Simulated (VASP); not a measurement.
Runs of VASP 6.6.1 on CuAu3. The structure is that of space group Pm-3m (No. 221), or close to it. The cells are those of the table. 

| task | cell | k mesh for the DOS | occupations for the DOS | gap on the mesh (eV) | pressure (GPa) |
| --- | --- | --- | --- | --- | --- |
| electric field gradients | a = 3.980, b = 3.980, c = 4.020 Å, 4 atoms | - | - | none | -6.7 |
| electric field gradients | a = 3.980 Å, 4 atoms | - | - | none | -5.1 |
| single point | a = 3.980, b = 3.980, c = 4.020 Å, 4 atoms | - | - | none | -6.7 |
| single point | a = 3.980, b = 3.980, c = 3.900 Å, 4 atoms | - | - | none | (a) |
| single point | a = 3.980, b = 3.980, c = 4.060 Å, 4 atoms | - | - | none | -8.2 |
| electric field gradients | a = 3.980, b = 3.980, c = 3.940 Å, 4 atoms | - | - | none | -3.5 |
| single point | a = 3.980, b = 3.980, c = 3.940 Å, 4 atoms | - | - | none | -3.5 |

Alike in all rows: level LDA; potentials or basis VASP PAW LDA potentials, release 64 (Cu, Au); no spin polarisation; k mesh 9 × 9 × 9; cutoff (eV) 520; smearing fermi-dirac 0.05 eV.

Task: Estimate the missing entries.

Result: (a) -1.7.

Caveats: spin-orbit coupling is left out, which moves the levels of the heavy elements.

A k mesh can miss the band edges, and the runs leave out spin-orbit coupling on Au.

A gap of «none» marks levels without a gap at the run's occupations.
